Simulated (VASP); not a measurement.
A run of VASP 6.6.1:

File INCAR:

```
SYSTEM = YbAl2Ge2
PREC = Accurate
ENCUT = 600
EDIFF = 1E-6
ISMEAR = 1
SIGMA = 0.1
LREAL = .FALSE.
LASPH = .TRUE.
NELM = 200
ALGO = Normal
ISIF = 2
LWAVE = .FALSE.
LCHARG = .FALSE.
GGA = CA
NBANDS = 37
GGA_COMPAT = .FALSE.
LMAXMIX = 6
```

KPOINTS

```
Automatic mesh
0
G
  3 3 2
  0 0 0
```

The input POSCAR:

```
YbAl2Ge2
1.0
    4.1790000000      0.0000000000      0.0000000000
   -2.0895000000      3.6191201624      0.0000000000
    0.0000000000      0.0000000000      7.0690000000
Yb Al Ge
1 2 2
Direct
    0.0000000000      0.0000000000      0.0000000000
    0.3333333333      0.6666666667      0.6323000000
    0.6666666667      0.3333333333      0.3677000000
    0.3333333333      0.6666666667      0.2585000000
    0.6666666667      0.3333333333      0.7415000000
```

Potentials or basis: VASP PAW PBE potentials, release 64 (Yb, Al, Ge_d).

The run is started by

```console
$ cat potpaw_PBE.64/Yb/POTCAR potpaw_PBE.64/Al/POTCAR potpaw_PBE.64/Ge_d/POTCAR > POTCAR
$ mpirun -np 1 vasp_std > vasp.out
```

Hardware: 1 thread of Intel(R) Xeon(R) 6975P-C (Granite Rapids), with other jobs on the host.

Problem. Estimate the wall time of this run.

Solution. Wall time 80 s on 1 thread of Intel(R) Xeon(R) 6975P-C (Granite Rapids), with other jobs on the host, peak memory 0.22 GiB. Counts: scf iterations 60, k points 6.
